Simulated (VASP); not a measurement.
# Cd3Re (Pm-3m) in VASP: further runs

Cd3Re is run at these levels: LDA; tasks: single point, relaxation of cell and atoms.

All numbers are computed with VASP 6.6.1; they aren't measurements. Logs are shortened: lines on timing, memory, paths and dates and some standing lists are left out, and cuts for length are marked.

### 1 The cell of the first run

The structure is cubic, space group Pm-3m (No. 221). Conventional cell: a = 4.090 Å, b = 4.090 Å, c = 4.090 Å, α = 90.00°, β = 90.00°, γ = 90.00°. Within 3.8 Å of Cd (site symmetry 4/mmm) lie 8 Cd at 2.89 Å and 4 Re at 2.89 Å. Within 3.8 Å of Re (site symmetry m-3m) lie 12 Cd at 2.89 Å.

### 2 Single point, LDA

INCAR

```
  PREC = Accurate
  ENCUT = 600
  EDIFF = 1E-6
  ISMEAR = -1
  SIGMA = 0.05
  LREAL = False
  LASPH = True
  NELM = 120
  ALGO = Normal
  ISIF = 2
  LWAVE = False
  LCHARG = True
  LELF = True
  LVHAR = True
  NBANDS = 30
  GGA_COMPAT = False
```

KPOINTS

```
regular mesh
0
Gamma
  4 4 4
```

POSCAR

```
Cd3Re
1.0
    4.0896889368      0.0000000000      0.0000000000
    0.0000000000      4.0896889368      0.0000000000
    0.0000000000      0.0000000000      4.0896889368
Cd Re
3 1
Direct
    0.0000000000      0.0000000000      0.0000000000
    0.0000000000      0.5000000000      0.5000000000
    0.5000000000      0.0000000000      0.5000000000
    0.5000000000      0.5000000000      0.0000000000
```

Potentials or basis: VASP PAW LDA potentials, release 64 (Cd, Re).

Command:

```console
> cat potpaw_LDA.64/Cd/POTCAR potpaw_LDA.64/Re/POTCAR > POTCAR
> mpirun -np 1 vasp_std > vasp.out
```

OUTCAR:

```text
PREC = Accurate
   ENCUT = 600
   EDIFF = 1E-6
   ISMEAR = -1
   LREAL = False
   LASPH = True
   NELM = 120
   ISIF = 2

 ion  position               nearest neighbor table
   1  0.000  0.000  0.000-   2 2.89   3 2.89   4 2.89   2 2.89   3 2.89   2 2.89   4 2.89   2 2.89
                             3 2.89   4 2.89   3 2.89   4 2.89
   2  0.000  0.500  0.500-   1 2.89   3 2.89   4 2.89   1 2.89   4 2.89   1 2.89   3 2.89   1 2.89
                             3 2.89   4 2.89   4 2.89   3 2.89
   3  0.500  0.000  0.500-   1 2.89   2 2.89   4 2.89   1 2.89   4 2.89   2 2.89   4 2.89   4 2.89
                             1 2.89   2 2.89   1 2.89   2 2.89
   4  0.500  0.500  0.000-   1 2.89   2 2.89   3 2.89   2 2.89   3 2.89   1 2.89   3 2.89   3 2.89
                             1 2.89   2 2.89   2 2.89   1 2.89

  LATTYP: Found a simple cubic cell.
 ALAT       =     4.0896889368

  Lattice vectors:

 A1 = (   4.0896889368,   0.0000000000,   0.0000000000)
 A2 = (   0.0000000000,   4.0896889368,   0.0000000000)
 A3 = (   0.0000000000,   0.0000000000,   4.0896889368)

Analysis of symmetry for initial positions (statically):
=====================================================================
 Subroutine PRICEL returns:
 Original cell was already a primitive cell.

 Routine SETGRP: Setting up the symmetry group for a
 simple cubic supercell.

 Subroutine GETGRP returns: Found 48 space group operations
 (whereof 16 operations were pure point group operations)
 out of a pool of 48 trial point group operations.

The static configuration has the point symmetry D_4h.
 The point group associated with its full space group is O_h .

Analysis of symmetry for dynamics (positions and initial velocities):
=====================================================================
 Subroutine PRICEL returns:
 Original cell was already a primitive cell.

 Routine SETGRP: Setting up the symmetry group for a
 simple cubic supercell.

 Subroutine GETGRP returns: Found 48 space group operations
 (whereof 16 operations were pure point group operations)
 out of a pool of 48 trial point group operations.

The dynamic configuration has the point symmetry D_4h.
 The point group associated with its full space group is O_h .

 Subroutine INISYM returns: Found 48 space group operations
 (whereof 16 operations are pure point group operations),
 and found     1 'primitive' translations

----------------------------------------------------------------------------------------

                                     Primitive cell

  volume of cell :      68.4023

  direct lattice vectors                    reciprocal lattice vectors
     4.089688937  0.000000000  0.000000000     0.244517374  0.000000000  0.000000000
     0.000000000  4.089688937  0.000000000     0.000000000  0.244517374  0.000000000
     0.000000000  0.000000000  4.089688937     0.000000000  0.000000000  0.244517374

  length of vectors
     4.089688937  4.089688937  4.089688937     0.244517374  0.244517374  0.244517374

  position of ions in fractional coordinates (direct lattice)
     0.000000000  0.000000000  0.000000000
     0.000000000  0.500000000  0.500000000
     0.500000000  0.000000000  0.500000000
     0.500000000  0.500000000  0.000000000

  ion indices of the primitive-cell ions
   primitive index   ion index
                 1           1
                 2           2
                 3           3
                 4           4

----------------------------------------------------------------------------------------

 KPOINTS: regular mesh

Automatic generation of k-mesh.
 Grid dimensions read from file:
 generate k-points for:    4    4    4

 Generating k-lattice:

  Cartesian coordinates                     Fractional coordinates (reciprocal lattice)
     0.061129344  0.000000000  0.000000000     0.250000000  0.000000000  0.000000000
     0.000000000  0.061129344  0.000000000     0.000000000  0.250000000  0.000000000
     0.000000000  0.000000000  0.061129344     0.000000000  0.000000000  0.250000000

  Length of vectors
     0.061129344  0.061129344  0.061129344

  Shift w.r.t. Gamma in fractional coordinates (k-lattice)
     0.000000000  0.000000000  0.000000000

 Subroutine IBZKPT returns following result:
 ===========================================

 Found     10 irreducible k-points:

 Following reciprocal coordinates:
            Coordinates               Weight
  0.000000  0.000000  0.000000      1.000000
  0.250000  0.000000  0.000000      6.000000
  0.500000  0.000000  0.000000      3.000000
  0.250000  0.250000  0.000000     12.000000
  0.500000  0.250000  0.000000     12.000000
  0.500000  0.500000  0.000000      3.000000
  0.250000  0.250000  0.250000      8.000000
  0.500000  0.250000  0.250000     12.000000
  0.500000  0.500000  0.250000      6.000000
  0.500000  0.500000  0.500000      1.000000
   k-points           NKPTS =     10   k-points in BZ     NKDIM =     10   number of bands    NBANDS=     30
   number of dos      NEDOS =    301   number of ions     NIONS =      4
   total plane-waves  NPLWV =  46656
   dimension x,y,z NGX =    36 NGY =   36 NGZ =   36
   dimension x,y,z NGXF=    72 NGYF=   72 NGZF=   72
   ions per type =               3   1
   NGX,Y,Z   is equivalent  to a cutoff of  14.63, 14.63, 14.63 a.u.
   NGXF,Y,Z  is equivalent  to a cutoff of  29.27, 29.27, 29.27 a.u.
 SYSTEM =  unknown system
   PREC   = accura    normal or accurate (medium, high low for compatibility)
   ISTART =      0    job   : 0-new  1-cont  2-samecut
   ICHARG =      2    charge: 1-file 2-atom 10-const
   ISPIN  =      1    spin polarized calculation?
   LNONCOLLINEAR =      F non collinear calculations
   LSORBIT =      F    spin-orbit coupling
   LASPH  =      T    aspherical Exc in radial PAW
   ENCUT  =  600.0 eV  44.10 Ry    6.64 a.u.   8.17  8.17  8.17*2*pi/ulx,y,z
   NELM   =    120;   NELMIN=  2; NELMDL= -5     # of ELM steps
   EDIFF  = 0.1E-05   stopping-criterion for ELM
   LREAL  =      F    real-space projection
   EDIFFG = 0.1E-04   stopping-criterion for IOM
   NSW    =      0    number of steps for IOM
   IBRION =     -1    ionic relax: 0-MD 1-quasi-New 2-CG
   NFREE  =      0    steps in history (QN), initial steepest desc. (CG)
   ISIF   =      2    stress and relaxation
   ISYM   =      2    0-nonsym 1-usesym 2-fastsym
   POTIM  = 0.5000    time-step for ionic-motion
   TEBEG  =    0.0;   TEEND  =   0.0 temperature during run
   PSTRESS=    0.0 pullay stress
   NELECT =      43.0000    total number of electrons
   NUPDOWN=      -1.0000    fix difference up-down
   EMIN   =  10.00;   EMAX   =-10.00  energy-range for DOS
   EFERMI =   0.00;   METHOD = LEGACY
   ISMEAR =    -1;   SIGMA  =   0.05  broadening in eV -4-tet -1-fermi 0-gaus
   EFERMI_NEDOS =   21; number of points for ismear=-14 and -15
   IALGO  =     38    algorithm
   IMIX   =      4    mixing-type and parameters
     AMIX     =   0.40;   BMIX     =  1.00
     AMIX_MAG =   1.60;   BMIX_MAG =  1.00
  volume/ion in A,a.u.               =      17.10       115.40
  Fermi-wavevector in a.u.,A,eV,Ry     =   1.402407  2.650165 26.759192  1.966745
  Thomas-Fermi vector in A             =   2.525172
   LORBIT       =      0    0 simple, 1 ext, 2 COOP (PROOUT), +10 PAW based schemes
   GGA     = CA    functional components
   LHFCALC =     F    Hartree Fock is set to
   AEXX    =    0.0000 exact exchange contribution
   IVDW    =     0    specifies the selected vdW correction
   LEPSILON=     F    determine dielectric tensor
   LRPA    =     F    only Hartree local field effects (RPA)
 non-spin polarized calculation
  energy-cutoff  :      600.00
  volume of cell :       68.40
 maximum number of plane-waves:      2301
 NGX is ok and might be reduce to    36
   NGX = 17   NGY = 17   NGZ = 17

 number of electron      42.9999981 magnetization

 Free energy of the ion-electron system (eV)
  ---------------------------------------------------
  ext. energy  EPLUGINS =         0.00000000
  ---------------------------------------------------
  free energy    TOTEN  =       -16.18579853 eV

  energy without entropy =      -16.15108892  energy(sigma->0) =      -16.16844373

 E-fermi :   4.6987     XC(G=0): -12.7603

 val. band max:        4.6975527907   @ k =   0.5000   0.2500   0.2500
 cond. band min:       4.7438150485   @ k =   0.5000   0.0000   0.0000
 fundamental gap:      0.0462622578
 Fermi energy:         4.6987023300

 k-point     1 :       0.0000    0.0000    0.0000
  band No.  band energies     occupation
      1      -5.9001      2.00000
      2      -5.5306      2.00000
      3      -5.5306      2.00000
      4      -5.5306      2.00000
      5      -5.3184      2.00000
      6      -5.1964      2.00000
[... 22 lines left out ...]
     29      12.6839      0.00000
     30      12.6839      0.00000

 k-point     2 :       0.2500    0.0000    0.0000
  band No.  band energies     occupation
      1      -5.6347      2.00000
      2      -5.4314      2.00000
      3      -5.2842      2.00000
      4      -5.2842      2.00000
      5      -5.0729      2.00000
      6      -4.9329      2.00000
[... 22 lines left out ...]
     29      12.2142      0.00000
     30      13.4861      0.00000

 k-point     3 :       0.5000    0.0000    0.0000
  band No.  band energies     occupation
      1      -5.3072      2.00000
      2      -5.2704      2.00000
      3      -4.9079      2.00000
      4      -4.7311      2.00000
      5      -4.7311      2.00000
      6      -4.5402      2.00000
[... 22 lines left out ...]
     29      10.4004      0.00000
     30      13.7874      0.00000

 k-point     4 :       0.2500    0.2500    0.0000
  band No.  band energies     occupation
      1      -5.4427      2.00000
      2      -5.2796      2.00000
      3      -5.1356      2.00000
      4      -5.1256      2.00000
      5      -4.8676      2.00000
      6      -4.7209      2.00000
[... 154 lines left out ...]
     29      14.1196      0.00000
     30      15.3870      0.00000

 k-point     9 :       0.5000    0.5000    0.2500
  band No.  band energies     occupation
      1      -5.2729      2.00000
      2      -5.2062      2.00000
      3      -5.2062      2.00000
      4      -5.2011      2.00000
      5      -4.6659      2.00000
      6      -4.6659      2.00000
[... 22 lines left out ...]
     29      15.9048      0.00000
     30      16.6907      0.00000

 k-point    10 :       0.5000    0.5000    0.5000
  band No.  band energies     occupation
      1      -5.5226      2.00000
      2      -5.4083      2.00000
      3      -5.4083      2.00000
      4      -5.4083      2.00000
      5      -4.6777      2.00000
      6      -4.6777      2.00000
[... 22 lines left out ...]
     29      18.6373      0.00000
     30      18.6717      0.00000

------------------------ aborting loop because EDIFF is reached ----------------------------------------

  FORCE on cell =-STRESS in cart. coord.  units (eV):
  Direction    XX          YY          ZZ          XY          YZ          ZX
  --------------------------------------------------------------------------------------
  -------------------------------------------------------------------------------------
  Total        0.6387221      0.6387221      0.6387221     -0.0000000     -0.0000000      0.0000000
  in kB       14.9606931     14.9606931     14.9606931     -0.0000000     -0.0000000      0.0000000
  external PRESSURE =      14.9606931 kB  Pullay stress =       0.0000000 kB

 VOLUME and BASIS-vectors are now :
 -----------------------------------------------------------------------------
  energy-cutoff  :      600.00
  volume of cell :       68.40
      direct lattice vectors                 reciprocal lattice vectors
     4.089688937  0.000000000  0.000000000     0.244517374  0.000000000  0.000000000
     0.000000000  4.089688937  0.000000000     0.000000000  0.244517374  0.000000000
     0.000000000  0.000000000  4.089688937     0.000000000  0.000000000  0.244517374

 POSITION                                       TOTAL-FORCE (eV/Angst)
 -----------------------------------------------------------------------------------
      0.00000      0.00000      0.00000         0.000000      0.000000      0.000000
      0.00000      2.04484      2.04484         0.000000      0.000000      0.000000
      2.04484      0.00000      2.04484         0.000000      0.000000      0.000000
      2.04484      2.04484      0.00000         0.000000      0.000000      0.000000
 -----------------------------------------------------------------------------------
    total drift:                                0.000000      0.000000      0.000000

  FREE ENERGIE OF THE ION-ELECTRON SYSTEM (eV)
  ---------------------------------------------------
  free  energy   TOTEN  =       -16.1857985336 eV

  energy  without entropy=      -16.1510889242  energy(sigma->0) =      -16.16844373
```

Wall time 47 s (1 thread of Intel Xeon 8259CL, shared host); peak memory 0.18 GiB.

Results:

```yaml
Free_energy: -16.1858 eV
Pressure: 1.5 GPa
Band_gap_on_the_k_mesh: zero (an odd number of electrons rules out a gap without spin polarisation)
```

Levels at points of the mesh, in eV from the Fermi level:
```csv
k point,band 19,band 20,band 21,band 22,band 23,band 24
"(0.00, 0.00, 0.00)",-0.38,-0.38,-0.38,0.14,0.14,0.14
"(0.50, 0.00, 0.00)",-1.93,-1.80,-0.35,0.05,3.55,4.02
"(0.50, 0.50, 0.00)",-3.72,-1.43,-1.43,-0.16,0.36,1.25
"(0.50, 0.50, 0.50)",-3.01,-1.95,-1.95,-1.95,0.27,0.27
```

Caveat: the k points lie up to 0.38 Å⁻¹ apart, too coarse for converged energies and pressures of a metal; spin-orbit coupling is left out, which moves the levels of the heavy elements.

[end of part 1 of 2]

The gap in the log of VASP goes by the Fermi energy; the results here count the filled bands.